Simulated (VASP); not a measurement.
Zr, 1 atom in the cell. It takes space group Pm-3m (No. 221, cubic). Conventional cell: a = 2.201 Å, b = 2.201 Å, c = 2.201 Å, α = 90.00°, β = 90.00°, γ = 90.00°. Within 2.9 Å of Zr (site symmetry m-3m) lie 6 Zr at 2.20 Å.  This cell differs from its parent crystal: volume scaled by 0.45.

| Property | Result |
| --- | --- |
| Program | VASP 6.6.1 |
| Task | density of states |
| Functional | PBEsol |
| Potentials or basis | VASP PAW PBE potentials, release 64 (Zr_sv) |
| Cutoff | 520 eV |
| k mesh | 13 × 13 × 13 |
| Occupations | fermi-dirac, width 0.1 eV |
| Spin | no spin polarisation |
| Dipole correction | no |
| k mesh for the DOS | 20 × 20 × 20 |
| Occupations for the DOS | tetrahedron |
| Further INCAR settings | ALGO = Normal; EDIFF = 1e-06; NBANDS = 12 |

Potentials or basis: VASP PAW PBE potentials, release 64 (Zr_sv).

The run is started by

```bash
$ cat potpaw_PBE.64/Zr_sv/POTCAR > POTCAR
$ cp INCAR.step1 INCAR
$ cp KPOINTS.step1 KPOINTS
$ mpirun -np 1 vasp_std > vasp.out
$ cp INCAR.step2 INCAR
$ cp KPOINTS.step2 KPOINTS
$ mpirun -np 1 vasp_std > vasp.out
```

Hardware: 1 thread of Intel(R) Xeon(R) Platinum 8488C (Sapphire Rapids), with other jobs on the host.

**Question.** Estimate the wall time of this run.

**Answer.** It took 17 s on 1 thread of Intel(R) Xeon(R) Platinum 8488C (Sapphire Rapids), with other jobs on the host, peak memory 0.15 GiB. Counts: k points 286.
